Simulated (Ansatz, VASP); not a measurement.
## One calculation of Bi, two programs

Contents of INCAR:

```
PREC = Accurate ; ENCUT = 520
EDIFF = 1E-7 ; ISMEAR = 0
SIGMA = 0.1 ; LREAL = F
LASPH = T ; NELM = 60
ALGO = Normal ; ISIF = 2
LWAVE = F ; LCHARG = F
GGA = PE ; NBANDS = 14
```

File KPOINTS:

```
regular mesh
0
Gamma
  16 16 16
```

The input POSCAR:

```
Bi
1.0
   -2.0157290943      2.0157290943      2.0157290943
    2.0157290943     -2.0157290943      2.0157290943
    2.0157290943      2.0157290943     -2.0157290943
Bi
1
Direct
    0.0000000000      0.0000000000      0.0000000000
```

Input for Ansatz:

```yaml
crystal:
  lattice:
    - [-2.0157290943, 2.0157290943, 2.0157290943]
    - [2.0157290943, -2.0157290943, 2.0157290943]
    - [2.0157290943, 2.0157290943, -2.0157290943]
  atoms:
    - { symbol: Bi, position: [0.0, 0.0, 0.0] }
basis:
  ecutwfc: 420
kpoints:
  mp_grid: { grid: [16, 16, 16] }
hamiltonian:
  xc: pbe
scf:
  occupations: { method: gaussian, width: 0.1 }
output:
  forces: true
  stress: true
  eigenvalues: true
```

Alike in both runs: task single point; functional PBE; k mesh 16 × 16 × 16; occupations gaussian, width 0.1 eV; no spin polarisation.

|  | VASP | Ansatz |
| --- | --- | --- |
| version | VASP 6.6.1 | Ansatz 0.2.0 |
| potentials or method | VASP PAW PBE potentials, release 64 (Bi_d), cutoff 520 eV | scalar-relativistic, plane waves, PAW |
| valence electrons in the cell | 15 | 15 |

```csv
,VASP,Ansatz,Ansatz less VASP
gap on the k mesh at the Fermi level (eV),none,none,-
pressure (GPa),-1.7,-1.7,+0.07
```

A gap of «none» marks a metal or a gap that the smearing closes. The functional is the same, so the differences come from potentials, cutoffs and numerics.

Neither program's run includes spin-orbit coupling.
